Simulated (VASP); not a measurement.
# AlN (Cm) in VASP: further runs

AlN is run at these levels: PBE; tasks: single point.

All numbers are computed with VASP 6.6.1; they aren't measurements. Logs are shortened: lines on timing, memory, paths and dates and some standing lists are left out, and cuts for length are marked.

**1. The cell of the first run**

It takes space group Cm (No. 8, monoclinic). The conventional cell has a = 5.739 Å, b = 3.313 Å, c = 4.188 Å, α = 90.00°, β = 90.00°, γ = 90.00°. Al (site symmetry m) has 5 N at 1.84 to 2.28 Å within 2.4 Å. Within 2.5 Å of Al (site symmetry m) lie 5 N at 1.88 to 2.28 Å. N (site symmetry m) has 5 Al at 1.88 to 2.28 Å within 2.5 Å. N (site symmetry m) has 5 Al at 1.84 to 2.28 Å within 2.4 Å.

**2. Single point, PBE (mode 4 frozen in at -0.123 Å and mode 10 at -0.053 Å (largest displacements))**

INCAR

```
SYSTEM = AlN
PREC = Accurate ; ENCUT = 520
EDIFF = 1E-6 ; ISMEAR = 0
SIGMA = 0.05 ; LREAL = .False.
LASPH = .True. ; NELM = 80
ALGO = Normal ; ISIF = 2
LWAVE = .False. ; LCHARG = .True.
GGA = PE ; LELF = .True.
LVHAR = .True. ; NBANDS = 16
```

KPOINTS

```
Automatic mesh
0
Gamma
  9 9 6
  0 0 0
```

POSCAR

```
AlN
1.0
    3.3134793407      0.0000000000      0.0000000000
   -1.6567396703      2.8695572839      0.0000000000
    0.0000000000      0.0000000000      4.1875902417
Al N
2 2
Direct
    0.3381093678      0.6762187355      0.7652730210
    0.6714427011      0.3428854022      0.2652730210
    0.3241333079      0.6482666158      0.2205797385
    0.6574666412      0.3149332825      0.7205797385
```

Potentials or basis: VASP PAW PBE potentials, release 64 (Al, N).

The run is started by

```
$ cat potpaw_PBE.64/Al/POTCAR potpaw_PBE.64/N/POTCAR > POTCAR
$ mpirun -np 1 vasp_std > vasp.out
```

OUTCAR:

```text
SYSTEM = AlN
   PREC = Accurate
   ENCUT = 520
   EDIFF = 1E-6
   ISMEAR = 0
   LREAL = .False.
   LASPH = .True.
   NELM = 80
   ISIF = 2
   GGA = PE

 ion  position               nearest neighbor table
   1  0.338  0.676  0.765-   4 1.84   3 1.91   4 1.96   4 1.96   3 2.28   2 2.84   2 2.84   2 2.84
                             2 2.84   2 2.84   2 2.84
   2  0.671  0.343  0.265-   3 1.88   3 1.88   4 1.91   3 2.00   4 2.28   1 2.84   1 2.84   1 2.84
                             1 2.84   1 2.84   1 2.84
   3  0.324  0.648  0.221-   2 1.88   2 1.88   1 1.91   2 2.00   1 2.28
   4  0.657  0.315  0.721-   1 1.84   2 1.91   1 1.96   1 1.96   2 2.28

  LATTYP: Found a hexagonal cell.
 ALAT       =     3.3134793407
 C/A-ratio  =     1.2638045423

  Lattice vectors:

 A1 = (   3.3134793407,   0.0000000000,   0.0000000000)
 A2 = (  -1.6567396703,   2.8695572839,   0.0000000000)
 A3 = (   0.0000000000,   0.0000000000,   4.1875902417)

Analysis of symmetry for initial positions (statically):
=====================================================================
 Subroutine PRICEL returns:
 Original cell was already a primitive cell.

 Routine SETGRP: Setting up the symmetry group for a
 hexagonal supercell.

 Subroutine GETGRP returns: Found  2 space group operations
 (whereof  2 operations were pure point group operations)
 out of a pool of 24 trial point group operations.

The static configuration has the point symmetry C_1h.

Analysis of symmetry for dynamics (positions and initial velocities):
=====================================================================
 Subroutine PRICEL returns:
 Original cell was already a primitive cell.

 Routine SETGRP: Setting up the symmetry group for a
 hexagonal supercell.

 Subroutine GETGRP returns: Found  2 space group operations
 (whereof  2 operations were pure point group operations)
 out of a pool of 24 trial point group operations.

The dynamic configuration has the point symmetry C_1h.

 Subroutine INISYM returns: Found  2 space group operations
 (whereof  2 operations are pure point group operations),
 and found     1 'primitive' translations

----------------------------------------------------------------------------------------

                                     Primitive cell

  volume of cell :      39.8165

  direct lattice vectors                    reciprocal lattice vectors
     3.313479341  0.000000000  0.000000000     0.301797566  0.174242906  0.000000000
    -1.656739670  2.869557284  0.000000000     0.000000000  0.348485812  0.000000000
     0.000000000  0.000000000  4.187590242     0.000000000  0.000000000  0.238800824

  length of vectors
     3.313479341  3.313479341  4.187590242     0.348485812  0.348485812  0.238800824

  position of ions in fractional coordinates (direct lattice)
     0.338109368  0.676218736  0.765273021
     0.671442701  0.342885402  0.265273021
     0.324133308  0.648266616  0.220579738
     0.657466641  0.314933283  0.720579738

  ion indices of the primitive-cell ions
   primitive index   ion index
                 1           1
                 2           2
                 3           3
                 4           4

----------------------------------------------------------------------------------------

 KPOINTS: Automatic mesh

Automatic generation of k-mesh.
 Grid dimensions read from file:
 generate k-points for:    9    9    6

 Generating k-lattice:

  Cartesian coordinates                     Fractional coordinates (reciprocal lattice)
     0.033533063  0.019360323  0.000000000     0.111111111  0.000000000  0.000000000
     0.000000000  0.038720646  0.000000000     0.000000000  0.111111111  0.000000000
     0.000000000  0.000000000  0.039800137     0.000000000  0.000000000  0.166666667

  Length of vectors
     0.038720646  0.038720646  0.039800137

  Shift w.r.t. Gamma in fractional coordinates (k-lattice)
     0.000000000  0.000000000  0.000000000

 Subroutine IBZKPT returns following result:
 ===========================================

 Found    140 irreducible k-points:

 Following reciprocal coordinates:
            Coordinates               Weight
  0.000000  0.000000  0.000000      1.000000
  0.111111  0.000000  0.000000      4.000000
  0.000000  0.111111  0.000000      2.000000
  0.222222 -0.000000  0.000000      4.000000
  0.000000  0.222222  0.000000      2.000000
  0.333333 -0.000000  0.000000      4.000000
[... 16 lines left out ...]
 -0.222222 -0.444444  0.000000      4.000000
  0.444444  0.333333  0.000000      4.000000
 [... further k-points ...]
   k-points           NKPTS =    140   k-points in BZ     NKDIM =    140   number of bands    NBANDS=     16
   number of dos      NEDOS =    301   number of ions     NIONS =      4
   total plane-waves  NPLWV =  25088
   dimension x,y,z NGX =    28 NGY =   28 NGZ =   32
   dimension x,y,z NGXF=    56 NGYF=   56 NGZF=   64
   ions per type =               2   2
   NGX,Y,Z   is equivalent  to a cutoff of  14.05, 14.05, 12.70 a.u.
   NGXF,Y,Z  is equivalent  to a cutoff of  28.10, 28.10, 25.41 a.u.
 SYSTEM =  AlN
   PREC   = accura    normal or accurate (medium, high low for compatibility)
   ISTART =      0    job   : 0-new  1-cont  2-samecut
   ICHARG =      2    charge: 1-file 2-atom 10-const
   ISPIN  =      1    spin polarized calculation?
   LNONCOLLINEAR =      F non collinear calculations
   LSORBIT =      F    spin-orbit coupling
   LASPH  =      T    aspherical Exc in radial PAW
   ENCUT  =  520.0 eV  38.22 Ry    6.18 a.u.   6.16  6.16  7.79*2*pi/ulx,y,z
   NELM   =     80;   NELMIN=  2; NELMDL= -5     # of ELM steps
   EDIFF  = 0.1E-05   stopping-criterion for ELM
   LREAL  =      F    real-space projection
   EDIFFG = 0.1E-04   stopping-criterion for IOM
   NSW    =      0    number of steps for IOM
   IBRION =     -1    ionic relax: 0-MD 1-quasi-New 2-CG
   NFREE  =      0    steps in history (QN), initial steepest desc. (CG)
   ISIF   =      2    stress and relaxation
   ISYM   =      2    0-nonsym 1-usesym 2-fastsym
   POTIM  = 0.5000    time-step for ionic-motion
   TEBEG  =    0.0;   TEEND  =   0.0 temperature during run
   PSTRESS=    0.0 pullay stress
   NELECT =      16.0000    total number of electrons
   NUPDOWN=      -1.0000    fix difference up-down
   EMIN   =  10.00;   EMAX   =-10.00  energy-range for DOS
   EFERMI =   0.00;   METHOD = LEGACY
   ISMEAR =     0;   SIGMA  =   0.05  broadening in eV -4-tet -1-fermi 0-gaus
   EFERMI_NEDOS =   21; number of points for ismear=-14 and -15
   IALGO  =     38    algorithm
   IMIX   =      4    mixing-type and parameters
     AMIX     =   0.40;   BMIX     =  1.00
     AMIX_MAG =   1.60;   BMIX_MAG =  1.00
  volume/ion in A,a.u.               =       9.95        67.17
  Fermi-wavevector in a.u.,A,eV,Ry     =   1.208074  2.282930 19.856940  1.459444
  Thomas-Fermi vector in A             =   2.343693
   LORBIT       =      0    0 simple, 1 ext, 2 COOP (PROOUT), +10 PAW based schemes
   GGA     = PE    functional components
   LHFCALC =     F    Hartree Fock is set to
   AEXX    =    0.0000 exact exchange contribution
   IVDW    =     0    specifies the selected vdW correction
   LEPSILON=     F    determine dielectric tensor
   LRPA    =     F    only Hartree local field effects (RPA)
 non-spin polarized calculation
 Gauss-broadening in eV      SIGMA  =   0.05
  energy-cutoff  :      520.00
  volume of cell :       39.82
 maximum number of plane-waves:      1090
 NGX is ok and might be reduce to    28
   NGX = 13   NGY = 13   NGZ = 15

 number of electron      15.9999998 magnetization

 Free energy of the ion-electron system (eV)
  ---------------------------------------------------
  ext. energy  EPLUGINS =         0.00000000
  ---------------------------------------------------
  free energy    TOTEN  =       -29.15123215 eV

  energy without entropy =      -29.15123215  energy(sigma->0) =      -29.15123215

 E-fermi :   7.9504     XC(G=0): -11.1449

 val. band max:        7.7412613180   @ k =   0.0000   0.0000   0.0000
 cond. band min:      11.1416005699   @ k =   0.0000   0.0000   0.0000
 fundamental gap:      3.4003392519
 Fermi energy:         7.9503702962

 k-point     1 :       0.0000    0.0000    0.0000
  band No.  band energies     occupation
      1      -8.8599      2.00000
      2      -5.2929      2.00000
      3       1.1097      2.00000
      4       4.6637      2.00000
      5       4.6759      2.00000
      6       6.3378      2.00000
[... 8 lines left out ...]
     15      19.5534      0.00000
     16      19.9283      0.00000

 k-point     2 :       0.1111    0.0000    0.0000
  band No.  band energies     occupation
      1      -8.7210      2.00000
      2      -5.2883      2.00000
      3       1.2597      2.00000
      4       4.1514      2.00000
      5       4.4881      2.00000
      6       5.8268      2.00000
[... 8 lines left out ...]
     15      19.3935      0.00000
     16      19.6692      0.00000

 k-point     3 :       0.0000    0.1111    0.0000
  band No.  band energies     occupation
      1      -8.7210      2.00000
      2      -5.2885      2.00000
      3       1.2597      2.00000
      4       4.1720      2.00000
      5       4.4662      2.00000
      6       5.8242      2.00000
[... 8 lines left out ...]
     15      19.3135      0.00000
     16      19.6057      0.00000

 k-point     4 :       0.2222   -0.0000    0.0000
  band No.  band energies     occupation
      1      -8.3223      2.00000
      2      -5.3184      2.00000
      3       1.6942      2.00000
      4       3.0690      2.00000
      5       4.0803      2.00000
      6       4.9093      2.00000
[... 8 lines left out ...]
     15      18.4684      0.00000
     16      20.2686      0.00000
[... 324 lines left out ...]
 k-point    22 :       0.3333    0.2222    0.0000
  band No.  band energies     occupation
      1      -6.8383      2.00000
      2      -5.9581      2.00000
      3       1.4179      2.00000
      4       2.9908      2.00000
      5       3.5414      2.00000
      6       3.7621      2.00000
[... 8 lines left out ...]
     15      20.3813      0.00000
     16      20.6603      0.00000

 k-point    23 :      -0.2222   -0.4444    0.0000
  band No.  band energies     occupation
      1      -6.8373      2.00000
      2      -5.9600      2.00000
      3       1.4260      2.00000
      4       2.9828      2.00000
      5       3.5387      2.00000
      6       3.7625      2.00000
[... 8 lines left out ...]
     15      20.3846      0.00000
     16      20.6644      0.00000

 k-point    24 :       0.4444    0.3333    0.0000
  band No.  band energies     occupation
      1      -6.8389      2.00000
      2      -5.9569      2.00000
      3       1.4134      2.00000
      4       2.9969      2.00000
      5       3.5377      2.00000
      6       3.7645      2.00000
[... 8 lines left out ...]
     15      20.3808      0.00000
     16      20.6687      0.00000

 [... further k-points ...]
[... 5 lines left out ...]
  --------------------------------------------------------------------------------------
  -------------------------------------------------------------------------------------
  Total       -0.3628131     -0.0494679      3.2369582     -0.0000000     -0.2587777     -0.0000000
  in kB      -14.5992392     -1.9905382    130.2519785     -0.0000000    -10.4129578     -0.0000000
  external PRESSURE =      37.8874004 kB  Pullay stress =       0.0000000 kB

 VOLUME and BASIS-vectors are now :
 -----------------------------------------------------------------------------
  energy-cutoff  :      520.00
  volume of cell :       39.82
      direct lattice vectors                 reciprocal lattice vectors
     3.313479341  0.000000000  0.000000000     0.301797566  0.174242906  0.000000000
    -1.656739670  2.869557284  0.000000000     0.000000000  0.348485812  0.000000000
     0.000000000  0.000000000  4.187590242     0.000000000  0.000000000  0.238800824

 POSITION                                       TOTAL-FORCE (eV/Angst)
 -----------------------------------------------------------------------------------
      0.00000      1.94045      3.20465        -0.000000     -1.268351     -0.543040
      1.65674      0.98393      1.11085        -0.000000     -0.970196     -0.547727
      0.00000      1.86024      0.92370         0.000000      0.960681      0.548224
      1.65674      0.90372      3.01749         0.000000      1.277867      0.542543
 -----------------------------------------------------------------------------------
    total drift:                                0.000000      0.000326      0.000771

  FREE ENERGIE OF THE ION-ELECTRON SYSTEM (eV)
  ---------------------------------------------------
  free  energy   TOTEN  =       -29.1512321539 eV

  energy  without entropy=      -29.1512321539  energy(sigma->0) =      -29.15123215
```

Wall time 32 s (1 thread of Intel Xeon 6975P-C (Granite Rapids), shared host); peak memory 0.21 GiB.

Results:

- Free energy: -29.1512 eV
- Pressure: 3.8 GPa
- Largest force: 1.388 eV/Å
- Band gap on the k mesh: 3.40 eV, direct

Forces in eV/Å, atoms in the order of the input:
```
Al   0.000 -1.268 -0.543
Al   0.000 -0.970 -0.548
N    0.000  0.961  0.548
N    0.000  1.278  0.543
```

Levels at points of the mesh, in eV from the valence-band top:
```csv
k point,band 4,band 5,band 6,band 7,band 8,band 9,band 10,band 11,band 12,band 13
"(0.00, 0.00, 0.00)",-3.08,-3.07,-1.40,-1.40,0.00,3.40,4.49,8.42,8.44,11.49
"(0.00, 0.00, 0.50)",-3.60,-2.46,-2.43,-2.10,-2.08,5.67,5.67,8.44,8.44,8.80
```

Caveat: the cell differs from its parent crystal (mode 4 frozen in at -0.123 Å and mode 10 at -0.053 Å (largest displacements)); forces of over 1 eV/Å act on the atoms, so gaps and moduli don't describe the material at rest.

**3. Single point, PBE (mode 4 frozen in at -0.246 Å and mode 10 at -0.053 Å (largest displacements))**

INCAR

```
PREC = Accurate ; ENCUT = 520
EDIFF = 1E-7 ; ISMEAR = 0
SIGMA = 0.05 ; LREAL = False
LASPH = True ; NELM = 100
ALGO = Normal ; ISIF = 2
LWAVE = False ; LCHARG = False
GGA = PE ; NBANDS = 16
```

KPOINTS

```
Automatic mesh
0
Gamma
  9 9 6
```

POSCAR

```
AlN
1.0
    3.3134793407      0.0000000000      0.0000000000
   -1.6567396703      2.8695572839      0.0000000000
    0.0000000000      0.0000000000      4.1875902417
Al N
2 2
Direct
    0.3381093678      0.6762187355      0.7805460420
    0.6714427011      0.3428854022      0.2805460420
    0.3241333079      0.6482666158      0.1911594770
    0.6574666412      0.3149332825      0.6911594770
```

Potentials or basis: VASP PAW PBE potentials, release 64 (Al, N).

The run is started by

```
$ cat potpaw_PBE.64/Al/POTCAR potpaw_PBE.64/N/POTCAR > POTCAR
$ mpirun -np 1 vasp_std > vasp.out
```

OUTCAR:

```text
PREC = Accurate
   ENCUT = 520
   EDIFF = 1E-7
   ISMEAR = 0
   LREAL = False
   LASPH = True
   NELM = 100
   ISIF = 2
   GGA = PE

 ion  position               nearest neighbor table
   1  0.338  0.676  0.781-   3 1.72   4 1.87   4 1.99   4 1.99   3 2.47   2 2.84   2 2.84   2 2.84
                             2 2.84   2 2.84   2 2.84
   2  0.671  0.343  0.281-   4 1.72   3 1.91   3 1.91   3 2.03   4 2.47   1 2.84   1 2.84   1 2.84
                             1 2.84   1 2.84   1 2.84
   3  0.324  0.648  0.191-   1 1.72   2 1.91   2 1.91   2 2.03   1 2.47
[... 661 lines left out ...]
  -------------------------------------------------------------------------------------
  Total       -1.6948797     -1.4132367     14.4971719     -0.0000000     -0.7476276     -0.0000000
  in kB      -68.2002743    -56.8672402    583.3517788     -0.0000000    -30.0837906     -0.0000000
  external PRESSURE =     152.7614214 kB  Pullay stress =       0.0000000 kB

 VOLUME and BASIS-vectors are now :
 -----------------------------------------------------------------------------
  energy-cutoff  :      520.00
  volume of cell :       39.82
      direct lattice vectors                 reciprocal lattice vectors
     3.313479341  0.000000000  0.000000000     0.301797566  0.174242906  0.000000000
    -1.656739670  2.869557284  0.000000000     0.000000000  0.348485812  0.000000000
     0.000000000  0.000000000  4.187590242     0.000000000  0.000000000  0.238800824

 POSITION                                       TOTAL-FORCE (eV/Angst)
 -----------------------------------------------------------------------------------
      0.00000      1.94045      3.26861        -0.000000     -0.919770     -3.258278
      1.65674      0.98393      1.17481        -0.000000     -0.677249     -3.265727
      0.00000      1.86024      0.80050         0.000000      0.670762      3.266701
      1.65674      0.90372      2.89429         0.000000      0.926257      3.257305
 -----------------------------------------------------------------------------------
    total drift:                                0.000000     -0.000036      0.000114

  FREE ENERGIE OF THE ION-ELECTRON SYSTEM (eV)
  ---------------------------------------------------
  free  energy   TOTEN  =       -28.5476265596 eV

  energy  without entropy=      -28.5476265596  energy(sigma->0) =      -28.54762656
```

Wall time 36 s (1 thread of Intel Xeon 6975P-C (Granite Rapids), shared host); peak memory 0.21 GiB.

Results:

| Item | Value |
| --- | --- |
| Free energy | -28.5476 eV |
| Pressure | 15.3 GPa |
| Largest force | 3.386 eV/Å |
| Band gap on the k mesh | 3.78 eV, direct |

Forces in eV/Å, atoms in the order of the input:
```
Al   0.000 -0.920 -3.258
Al   0.000 -0.677 -3.266
N    0.000  0.671  3.267
N    0.000  0.926  3.257
```

Levels at points of the mesh, in eV from the valence-band top:
| k point | band 6 | band 7 | band 8 | band 9 | band 10 | band 11 |
| --- | --- | --- | --- | --- | --- | --- |
| (0.00, 0.00, 0.00) | -0.96 | -0.95 | 0.00 | 3.78 | 4.77 | 8.91 |
| (0.00, 0.00, 0.50) | -1.94 | -1.62 | -1.60 | 5.78 | 5.78 | 8.95 |

Caveat: the cell differs from its parent crystal (mode 4 frozen in at -0.246 Å and mode 10 at -0.053 Å (largest displacements)); forces of over 1 eV/Å act on the atoms, so gaps and moduli don't describe the material at rest. A k mesh can miss the band edges.

(Continued in part 2 of 2.)
